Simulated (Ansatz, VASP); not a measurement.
Two plane-wave programs on Si

```
Si
1.0
    -2.41788    2.41788    1.35534
     2.41788   -2.41788    1.35534
     2.41788    2.41788   -1.35534
Si
2
Direct
  0.50000 0.50000 0.00000
  0.25000 0.75000 0.50000
```

Alike in both runs: task single point; functional HSE06; k mesh 8 × 8 × 8; occupations fermi-dirac, width 0.05 eV; no spin polarisation.

|  | VASP | Ansatz |
| --- | --- | --- |
| version | VASP 6.6.1 | Ansatz 0.2.0 |
| potentials or method | VASP PAW PBE potentials, release 64 (Si) | Ansatz PAW |
| plane-wave cutoff (eV) | 520 | 420 |
| valence electrons in the cell | 8 | 8 |

```csv
,VASP,Ansatz,Ansatz less VASP
gap on the k mesh at the Fermi level (eV),none,none,-
pressure (GPa),-5.2,-4.9,+0.30
"traceless stress, the component that is largest in VASP (GPa)",2.84,2.73,-0.101
```

A gap of «none» marks a metal or a gap that the smearing closes. With one functional, cell and mesh, what is left measures potentials, basis and numerics.
